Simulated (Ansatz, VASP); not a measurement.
BaTiO3: VASP beside Ansatz

```xyz
5
Lattice="4.0413 0.0000 0.0000 0.0000 4.0413 0.0000 0.0000 0.0000 4.0413" Properties=species:S:1:pos:R:3 pbc="T T T"
Ba    2.0206    2.0206    2.0206
Ti    0.0000    0.0000    0.0000
O     2.0206    0.0000    0.0000
O     0.0000    2.0206    0.0000
O     0.0000    0.0000    2.0206
```

Alike in both runs: task single point; functional PBEsol; k mesh 4 × 4 × 4; no spin polarisation.

```csv
,VASP,Ansatz
version,VASP 6.6.1,Ansatz 0.2.0
potentials or method,"VASP PAW PBE potentials, release 64 (Ba_sv, Ti_sv, O), cutoff 600 eV","plane waves, PAW"
occupations,"gaussian, width 0.01 eV",fixed
valence electrons in the cell,40,40
```

Ansatz gave:

| Property | Result |
| --- | --- |
| pressure (GPa) | -8.5 |

Q: Which values does VASP return?

A: Pressure (GPa): -7.0.

VASP's potentials were made for PBE, not for PBEsol.

Spin-orbit coupling is off throughout.
